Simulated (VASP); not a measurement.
**Sb: single point with PBE+D3(BJ)**

System: Sb, a slab with vacuum.

```
Sb
1.0
     4.06868    0.00000    0.00000
    -2.03434    3.52358    0.00000
     0.00000    0.00000   20.80003
Sb
4
Direct
  0.33333 0.66667 0.29573
  0.66667 0.33333 0.21635
  0.77778 0.55556 0.56020
  0.44444 0.88889 0.48083
```

This cell differs from its parent crystal: layers slid over each other, then relaxed in part.

```yaml
Program: VASP 6.6.1
Task: single point
Functional: PBE
Dispersion: D3(BJ)
Potentials_or_basis: VASP PAW PBE potentials, release 64 (Sb_d_GW)
Cutoff: 400 eV
k_mesh: 9 × 9 × 1
Occupations: gaussian, width 0.05 eV
Spin: no spin polarisation
```

```json
{
 "Largest force": "0.043 eV/Å",
 "Band gap on the k mesh": "0.86 eV (least direct gap 1.40 eV)",
 "Dispersion energy per atom": "-0.290 eV"
}
```

Forces on the atoms (eV/Å):
```
Sb   0.000 -0.042 -0.004
Sb   0.000 -0.019  0.005
Sb   0.000  0.021 -0.005
Sb   0.000  0.040  0.005
```

Levels at points of the mesh, in eV from the valence-band top:
| k point | band 26 | band 27 | band 28 | band 29 | band 30 | band 31 | band 32 | band 33 | band 34 | band 35 |
| --- | --- | --- | --- | --- | --- | --- | --- | --- | --- | --- |
| (0.00, 0.00, 0.00) | -0.21 | -0.06 | -0.03 | -0.01 | 0.00 | 1.51 | 2.01 | 2.69 | 2.72 | 2.78 |

Wall time 8.1 min on 1 thread of Intel(R) Xeon(R) Platinum 8375C CPU @ 2.90GHz (Ice Lake), with other jobs on the host, peak memory 0.41 GiB.

Caveat: the cell differs from its parent crystal (layers slid over each other, then relaxed in part); spin-orbit coupling is left out, which moves the levels of the heavy elements.
